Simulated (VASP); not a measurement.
# TiO2: single point with r2SCAN+U

TiO2:

```xyz
12
Lattice="4.6019 0.0000 0.0000 0.0000 5.5643 0.0000 0.0000 0.0000 4.9966" Properties=species:S:1:pos:R:3 pbc="T T T"
Ti    2.3010    3.7146    3.7475
Ti    0.0000    4.6318    1.2492
Ti    2.3010    1.8497    1.2492
Ti    0.0000    0.9324    3.7475
O     3.3407    3.4429    0.4076
O     1.0397    4.9035    4.5890
O     3.5622    4.9035    2.9059
O     1.2613    3.4429    2.0907
O     3.3407    2.1214    2.9059
O     1.0397    0.6608    2.0907
O     3.5622    0.6608    0.4076
O     1.2613    2.1214    4.5890
```

```yaml
Program: VASP 6.6.1
Task: single point
Functional: r2SCAN
Potentials_or_basis: VASP PAW PBE potentials, release 64 (Ti_sv, O)
Cutoff: 520 eV
k_mesh: 6 × 4 × 6
Occupations: gaussian, width 0.02 eV
Spin: no spin polarisation
Hubbard_terms: Ti d U = 4.0 eV
Dipole_correction: no
Further_INCAR_settings: ALGO = Normal; EDIFF = 1e-06; NBANDS = 60
```

```yaml
Pressure: -1.6 GPa
Largest_force: 0.278 eV/Å
Band_gap_on_the_k_mesh: 3.36 eV (least direct gap 3.41 eV)
```

Forces in eV/Å, atoms in the order of the input:
```
Ti   0.000 -0.278  0.000
Ti   0.000  0.278  0.000
Ti   0.000  0.278  0.000
Ti   0.000 -0.278  0.000
O   -0.007 -0.141  0.010
O   -0.007  0.141 -0.010
O    0.007  0.141  0.010
O    0.007 -0.141 -0.010
O   -0.007  0.141  0.010
O   -0.007 -0.141 -0.010
O    0.007 -0.141  0.010
O    0.007  0.141 -0.010
```

Stress tensor (GPa, compression positive):
```
-1.29  0.00  0.00
 0.00 -1.95  0.00
 0.00  0.00 -1.52
```

Levels at points of the mesh, in eV from the valence-band top:
```
           k point  band 45  band 46  band 47  band 48  band 49  band 50  band 51  band 52
(0.00, 0.00, 0.00)    -0.46    -0.39    -0.01     0.00     3.41     3.48     3.48     3.57
(0.50, 0.00, 0.00)    -0.41    -0.41    -0.25    -0.25     3.76     3.76     4.00     4.00
(0.00, 0.50, 0.00)    -1.18    -1.18    -0.16    -0.16     3.59     3.59     3.93     3.93
(0.50, 0.50, 0.00)    -0.58    -0.58    -0.35    -0.35     3.66     3.66     3.73     3.73
(0.00, 0.00, 0.50)    -0.41    -0.41    -0.30    -0.30     3.36     3.36     3.79     3.79
(0.50, 0.00, 0.50)    -0.49    -0.49    -0.49    -0.49     3.70     3.70     3.70     3.70
(0.00, 0.50, 0.50)    -0.46    -0.46    -0.46    -0.46     3.68     3.68     3.68     3.68
(0.50, 0.50, 0.50)    -0.80    -0.80    -0.80    -0.80     3.66     3.66     3.66     3.66
```

Eigenvalues of the final occupation matrices:
| site | spin | trace | eigenvalues |
| --- | --- | --- | --- |
| site 1 d | 1 | 0.75 | 0.08 0.08 0.10 0.23 0.25 |
| site 1 d | 2 | 0.75 | 0.08 0.08 0.10 0.23 0.25 |
| site 2 d | 1 | 0.75 | 0.08 0.08 0.10 0.23 0.25 |
| site 2 d | 2 | 0.75 | 0.08 0.08 0.10 0.23 0.25 |
| site 3 d | 1 | 0.75 | 0.08 0.08 0.10 0.23 0.25 |
| site 3 d | 2 | 0.75 | 0.08 0.08 0.10 0.23 0.25 |
| site 4 d | 1 | 0.75 | 0.08 0.08 0.10 0.23 0.25 |
| site 4 d | 2 | 0.75 | 0.08 0.08 0.10 0.23 0.25 |

It took 9.4 min on 4 MPI ranks on Oxide Virtual Turin-like Processor, on a shared host, peak memory 0.41 GiB a rank.

Caveat: the PAW data sets were made with another functional, which shifts forces and pressure a little. A k mesh can miss the band edges.
